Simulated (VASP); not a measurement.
The system is Nb.

```xyz
1
Lattice="-1.6360 1.6360 1.6360 1.6360 -1.6360 1.6360 1.6360 1.6360 -1.6360" Properties=species:S:1:pos:R:3 pbc="T T T"
Nb    0.0000    0.0000    0.0000
```

Base run:

* Program: VASP 6.6.1
* Functional: PBE
* Potentials or basis: VASP PAW PBE potentials, release 64 (Nb_sv)
* Cutoff: 500 eV
* k mesh: 13 × 13 × 13
* Occupations: fermi-dirac, width 0.05 eV
* Spin: no spin polarisation

Its results: pressure 5.4 GPa.

**Question.** After a change of settings the same cell gave: pressure -0.9 GPa. Which change was it?
A. functional from PBE to r2SCAN; cutoff from 500 eV to 520 eV; further incar settings from ALGO = Normal; EDIFF = 1e-06; NBANDS = 12 to ALGO = Normal; EDIFF = 1e-07; NBANDS = 12
B. functional from PBE to PBEsol; cutoff from 500 eV to 520 eV
C. functional from PBE to LDA; potentials or basis from VASP PAW PBE potentials, release 64 (Nb_sv) to VASP PAW LDA potentials, release 64 (Nb_sv)

**Answer.** B.

PBEsol binds more tightly than PBE, so the same cell stands under less pressure.

Caveats: the PAW data sets were made with another functional, which shifts forces and pressure a little (some runs).
